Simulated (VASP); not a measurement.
# BN (I-4m2) in VASP: notebook, part 2 of 3

VASP 6.6.1.

### Step 3. Single point, r2SCAN (strain +0.000 along x and y, +0.040 along z)

Contents of POSCAR:

```
BN
1.0
    0.0000000000      1.8048137551      1.8770063053
    1.8048137551      0.0000000000      1.8770063053
    1.8048137551      1.8048137551      0.0000000000
B N
1 1
Direct
    0.0000000000      0.0000000000      0.0000000000
    0.7500000000      0.7500000000      0.7500000000
```

Contents of INCAR.step1:

```
SYSTEM = BN
  PREC = Accurate
  ENCUT = 520
  ISMEAR = 0
  SIGMA = 0.05
  LREAL = .False.
  LASPH = .True.
  NELM = 60
  NBANDS = 11
  GGA = PE
  ALGO = Normal
  EDIFF = 1E-4
  LWAVE = .True.
  LCHARG = .False.
```

Contents of INCAR.step2:

```
SYSTEM = BN
  PREC = Accurate
  ENCUT = 520
  EDIFF = 1E-7
  ISMEAR = 0
  SIGMA = 0.05
  LREAL = .False.
  LASPH = .True.
  NELM = 60
  ALGO = Normal
  ISIF = 2
  LWAVE = .False.
  LCHARG = .True.
  METAGGA = R2SCAN
  LMIXTAU = .True.
  LELF = .True.
  LVHAR = .True.
  NBANDS = 11
  ISTART = 1
```

Contents of KPOINTS:

```
regular mesh
0
Gamma
  12 12 12
  0 0 0
```

Potentials or basis: VASP PAW PBE potentials, release 64 (B, N).

Launch:

```
> cat potpaw_PBE.64/B/POTCAR potpaw_PBE.64/N/POTCAR > POTCAR
> cp INCAR.step1 INCAR
> mpirun -np 1 vasp_std > vasp.out
> cp INCAR.step2 INCAR
> mpirun -np 1 vasp_std > vasp.out
```

OUTCAR:

```text
SYSTEM = BN
   PREC = Accurate
   ENCUT = 520
   EDIFF = 1E-7
   ISMEAR = 0
   LREAL = .False.
   LASPH = .True.
   NELM = 60
   ISIF = 2
   METAGGA = R2SCAN
   ISTART = 1

 ion  position               nearest neighbor table
   1  0.000  0.000  0.000-   2 1.58   2 1.58   2 1.58   2 1.58
   2  0.750  0.750  0.750-   1 1.58   1 1.58   1 1.58   1 1.58

  LATTYP: Found a body centered tetragonal cell.
 ALAT       =     2.5523920900
 C/A-ratio  =     1.4707821049

  Lattice vectors:

 A1 = (  -1.8048137551,   0.0000000000,   1.8770063053)
 A2 = (   1.8048137551,   0.0000000000,   1.8770063053)
 A3 = (   0.0000000000,   1.8048137551,  -1.8770063053)

Analysis of symmetry for initial positions (statically):
=====================================================================
 Subroutine PRICEL returns:
 Original cell was already a primitive cell.

 Routine SETGRP: Setting up the symmetry group for a
 body centered tetragonal supercell.

 Subroutine GETGRP returns: Found  8 space group operations
 (whereof  8 operations were pure point group operations)
 out of a pool of 16 trial point group operations.

The static configuration has the point symmetry D_2d.

Analysis of symmetry for dynamics (positions and initial velocities):
=====================================================================
 Subroutine PRICEL returns:
 Original cell was already a primitive cell.

 Routine SETGRP: Setting up the symmetry group for a
 body centered tetragonal supercell.

 Subroutine GETGRP returns: Found  8 space group operations
 (whereof  8 operations were pure point group operations)
 out of a pool of 16 trial point group operations.

The dynamic configuration has the point symmetry D_2d.

 Subroutine INISYM returns: Found  8 space group operations
 (whereof  8 operations are pure point group operations),
 and found     1 'primitive' translations

----------------------------------------------------------------------------------------

                                     Primitive cell

[... 118 lines left out ...]
   IVDW    =     0    specifies the selected vdW correction
   LEPSILON=     F    determine dielectric tensor
   LRPA    =     F    only Hartree local field effects (RPA)
 non-spin polarized calculation
 Gauss-broadening in eV      SIGMA  =   0.05
  energy-cutoff  :      520.00
  volume of cell :       12.23
 maximum number of plane-waves:       342
   NGX =  9   NGY =  9   NGZ =  9

 number of electron       8.0000000 magnetization

 Free energy of the ion-electron system (eV)
  ---------------------------------------------------
  ext. energy  EPLUGINS =         0.00000000
  ---------------------------------------------------
  free energy    TOTEN  =       -19.12899809 eV

  energy without entropy =      -19.12899809  energy(sigma->0) =      -19.12899809

 E-fermi :   7.2009     XC(G=0): -13.4643

 val. band max:        6.9615913994   @ k =   0.0000   0.0000   0.0000
 cond. band min:      11.5423051866   @ k =   0.5000   0.0000   0.5000
 fundamental gap:      4.5807137872
 Fermi energy:         7.2009228965

 k-point     1 :       0.0000    0.0000    0.0000
  band No.  band energies     occupation
      1     -14.0684      2.00000
      2       6.5497      2.00000
      3       6.9616      2.00000
      4       6.9616      2.00000
      5      16.1005      0.00000
      6      16.1005      0.00000
      7      16.3806      0.00000
      8      17.2811      0.00000
      9      32.2871      0.00000
     10      33.9389      0.00000
     11      34.9000      0.00000
[... 309 lines left out ...]
 k-point    24 :      -0.4167    0.1667    0.0000
  band No.  band energies     occupation
      1      -9.5697      2.00000
      2      -3.2854      2.00000
      3       2.3086      2.00000
      4       4.5946      2.00000
      5      17.1038      0.00000
      6      19.0349      0.00000
      7      19.7832      0.00000
      8      23.1171      0.00000
      9      29.0733      0.00000
     10      33.0176      0.00000
     11      34.2344      0.00000

 [... further k-points ...]

------------------------ aborting loop because EDIFF is reached ----------------------------------------

  FORCE on cell =-STRESS in cart. coord.  units (eV):
  Direction    XX          YY          ZZ          XY          YZ          ZX
  --------------------------------------------------------------------------------------
  -------------------------------------------------------------------------------------
  Total       -0.3609974     -0.3609974     -2.3251245      0.0000000      0.0000000      0.0000000
  in kB      -47.2992446    -47.2992446   -304.6465615      0.0000000      0.0000000      0.0000000
  external PRESSURE =    -133.0816836 kB  Pullay stress =       0.0000000 kB

 VOLUME and BASIS-vectors are now :
 -----------------------------------------------------------------------------
  energy-cutoff  :      520.00
  volume of cell :       12.23
      direct lattice vectors                 reciprocal lattice vectors
     0.000000000  1.804813755  1.877006305    -0.277036896  0.277036896  0.266381630
     1.804813755  0.000000000  1.877006305     0.277036896 -0.277036896  0.266381630
     1.804813755  1.804813755  0.000000000     0.277036896  0.277036896 -0.266381630

 POSITION                                       TOTAL-FORCE (eV/Angst)
 -----------------------------------------------------------------------------------
      0.00000      0.00000      0.00000        -0.000000     -0.000000     -0.000000
      2.70722      2.70722      2.81551         0.000000      0.000000      0.000000
 -----------------------------------------------------------------------------------
    total drift:                                0.000000      0.000000     -0.000001

  FREE ENERGIE OF THE ION-ELECTRON SYSTEM (eV)
  ---------------------------------------------------
  free  energy   TOTEN  =       -19.1289980880 eV

  energy  without entropy=      -19.1289980880  energy(sigma->0) =      -19.12899809
```

OUTCAR.step1:

```text
SYSTEM = BN
   PREC = Accurate
   ENCUT = 520
   ISMEAR = 0
   LREAL = .False.
   LASPH = .True.
[... 558 lines left out ...]
      0.00000      0.00000      0.00000        -0.000000      0.000000      0.000000
      2.70722      2.70722      2.81551         0.000000     -0.000000     -0.000000
 -----------------------------------------------------------------------------------
    total drift:                                0.000001      0.000001     -0.000001

  FREE ENERGIE OF THE ION-ELECTRON SYSTEM (eV)
  ---------------------------------------------------
  free  energy   TOTEN  =       -17.4180823196 eV

  energy  without entropy=      -17.4180823196  energy(sigma->0) =      -17.41808232
```

OSZICAR.step1:

```text
N       E                     dE             d eps       ncg     rms          rms(c)
DAV:   1     0.987632596664E+01    0.98763E+01   -0.49384E+03  3698   0.721E+02
DAV:   2    -0.178091740842E+02   -0.27686E+02   -0.26763E+02  4325   0.162E+02
DAV:   3    -0.183308504212E+02   -0.52168E+00   -0.52100E+00  4222   0.189E+01
DAV:   4    -0.183314703311E+02   -0.61991E-03   -0.61990E-03  3886   0.733E-01
DAV:   5    -0.183314709322E+02   -0.60112E-06   -0.60113E-06  3885   0.227E-02    0.651E+00
DAV:   6    -0.174919531129E+02    0.83952E+00   -0.30063E+00  3769   0.983E+00    0.314E+00
DAV:   7    -0.174310516590E+02    0.60901E-01   -0.89730E-02  3991   0.252E+00    0.188E+00
DAV:   8    -0.174178485008E+02    0.13203E-01   -0.33944E-02  3939   0.133E+00    0.174E-01
DAV:   9    -0.174179907224E+02   -0.14222E-03   -0.10396E-03  3757   0.256E-01    0.803E-02
DAV:  10    -0.174180823196E+02   -0.91597E-04   -0.12734E-04  3913   0.964E-02
   1 F= -.17418082E+02 E0= -.17418082E+02  d E =-.711139E-19
```

Run time: 74 s. Hardware: 1 thread of Intel Xeon Platinum 8259CL at 2.50GHz (Skylake/Cascade Lake), shared host; peak memory 0.13 GiB.

Results:

- Free energy: -19.1290 eV
- Pressure: -13.3 GPa
- Band gap on the k mesh: 4.58 eV, indirect (least direct gap 9.14 eV)

Caveat: the cell differs from its parent crystal (strain +0.000 along x and y, +0.040 along z); the PAW data sets were made with another functional, which shifts forces and pressure a little. A k mesh can miss the band edges.

### Step 4. Single point, r2SCAN (strain +0.000 along x and y, +0.080 along z)

Contents of POSCAR:

```
BN
1.0
    0.0000000000      1.8048137551      1.9491988555
    1.8048137551      0.0000000000      1.9491988555
    1.8048137551      1.8048137551      0.0000000000
B N
1 1
Direct
    0.0000000000      0.0000000000      0.0000000000
    0.7500000000      0.7500000000      0.7500000000
```

Contents of INCAR.step1:

```
SYSTEM = BN
PREC     = Accurate       ! precision mode
ENCUT    = 520            ! plane-wave cutoff, eV
ISMEAR   = 0              ! smearing method
SIGMA    = 0.05           ! smearing width, eV
LREAL    = .FALSE.        ! projectors in reciprocal space
LASPH    = .TRUE.         ! aspherical terms in the spheres
NELM     = 80             ! most SCF steps
NBANDS   = 11             ! bands
GGA      = PE             ! functional
ALGO     = Normal         ! electronic algorithm
EDIFF    = 1E-4           ! SCF threshold, eV
LWAVE    = .TRUE.         ! write WAVECAR
LCHARG   = .FALSE.        ! write CHGCAR
```

Contents of INCAR.step2:

```
SYSTEM = BN
PREC     = Accurate       ! precision mode
ENCUT    = 520            ! plane-wave cutoff, eV
EDIFF    = 1E-7           ! SCF threshold, eV
ISMEAR   = 0              ! smearing method
SIGMA    = 0.05           ! smearing width, eV
LREAL    = .FALSE.        ! projectors in reciprocal space
LASPH    = .TRUE.         ! aspherical terms in the spheres
NELM     = 80             ! most SCF steps
ALGO     = Normal         ! electronic algorithm
ISIF     = 2              ! what is computed and relaxed
LWAVE    = .FALSE.        ! write WAVECAR
LCHARG   = .FALSE.        ! write CHGCAR
METAGGA  = R2SCAN         ! meta-GGA
LMIXTAU  = .TRUE.       
NBANDS   = 11             ! bands
ISTART   = 1
```

Contents of KPOINTS:

```
Automatic mesh
0
G
  12 12 12
  0 0 0
```

Launch:

```
> cat potpaw_PBE.64/B/POTCAR potpaw_PBE.64/N/POTCAR > POTCAR
> cp INCAR.step1 INCAR
> mpirun -np 1 vasp_std > vasp.out
> cp INCAR.step2 INCAR
> mpirun -np 1 vasp_std > vasp.out
```

Wall time 74 s (1 thread of Intel Xeon Platinum 8259CL at 2.50GHz (Skylake/Cascade Lake), shared host); peak memory 0.14 GiB.

It converged, with:

```yaml
Free_energy: -18.9979 eV
Pressure: -25.3 GPa
Band_gap_on_the_k_mesh: 4.22 eV, indirect (least direct gap 8.74 eV)
```

Stress tensor (GPa, compression positive):
```
 -8.28   0.00   0.00
  0.00  -8.28   0.00
  0.00   0.00 -59.20
```

Levels at points of the mesh, in eV from the valence-band top:
```tsv
k point	band 2	band 3	band 4	band 5	band 6	band 7
(0.00, 0.00, 0.00)	-0.84	0.00	0.00	8.76	8.76	9.31
(0.50, 0.00, 0.00)	-10.69	-2.75	-1.54	8.56	11.17	11.36
(0.50, 0.50, 0.00)	-9.83	-4.31	-4.31	5.50	10.31	17.65
(0.50, 0.00, 0.50)	-8.76	-5.33	-5.30	4.22	8.54	17.11
```

Caveat: the cell differs from its parent crystal (strain +0.000 along x and y, +0.080 along z); the PAW data sets were made with another functional, which shifts forces and pressure a little. A k mesh can miss the band edges.

[end of part 2 of 3]
